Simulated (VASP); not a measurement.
Write the native input for VASP 6.6.1 that does the following.

| Item | Value |
| --- | --- |
| Task | single point |
| Functional | PBE |
| Potentials or basis | VASP PAW PBE potentials, release 64 (Hf_pv) |
| Cutoff | 520 eV |
| k mesh | 18 × 18 × 10 |
| Occupations | gaussian, width 0.15 eV |
| Spin | no spin polarisation |
| Dipole correction | no |
| Further INCAR settings | ALGO = Fast; EDIFF = 1e-07; NBANDS = 17 |

The structure of Hf lies in POSCAR:

```
Hf
1.0
    3.1007975685      0.0000000000      0.0000000000
   -1.5503987842      2.6853694663      0.0000000000
    0.0000000000      0.0000000000      5.1336670000
Hf
2
Direct
    0.3333333333      0.6666666667      0.2500000000
    0.6666666667      0.3333333333      0.7500000000
```

This cell differs from its parent crystal: strain -0.030 along x and y, +0.015 along z.

The input as run:

INCAR

```
PREC     = Accurate       # precision mode
ENCUT    = 520            # plane-wave cutoff, eV
EDIFF    = 1E-7           # SCF threshold, eV
ISMEAR   = 0              # smearing method
SIGMA    = 0.15           # smearing width, eV
LREAL    = F              # projectors in reciprocal space
LASPH    = T              # aspherical terms in the spheres
NELM     = 80             # most SCF steps
ALGO     = Fast           # electronic algorithm
ISIF     = 2              # what is computed and relaxed
LWAVE    = F              # write WAVECAR
LCHARG   = T              # write CHGCAR
GGA      = PE             # functional
LELF     = T              # ELF
LVHAR    = T            
NBANDS   = 17             # bands
```

KPOINTS

```
Automatic mesh
0
Gamma
  18 18 10
```

Potentials or basis: VASP PAW PBE potentials, release 64 (Hf_pv).

The run is started by

```console
$ cat potpaw_PBE.64/Hf_pv/POTCAR > POTCAR
$ mpirun -np 1 vasp_std > vasp.out
```

It gave:

```
Pressure               : 5.7 GPa
Band gap on the k mesh : zero (bands 10 and 11 overlap by 1.43 eV)
```

Caveat: the cell differs from its parent crystal (strain -0.030 along x and y, +0.015 along z); the cell stands under pressure; spin-orbit coupling is left out, which moves the levels of the heavy elements.

Wall time 3 min on 1 thread of Intel Xeon 8259CL (shared host), peak memory 0.26 GiB.
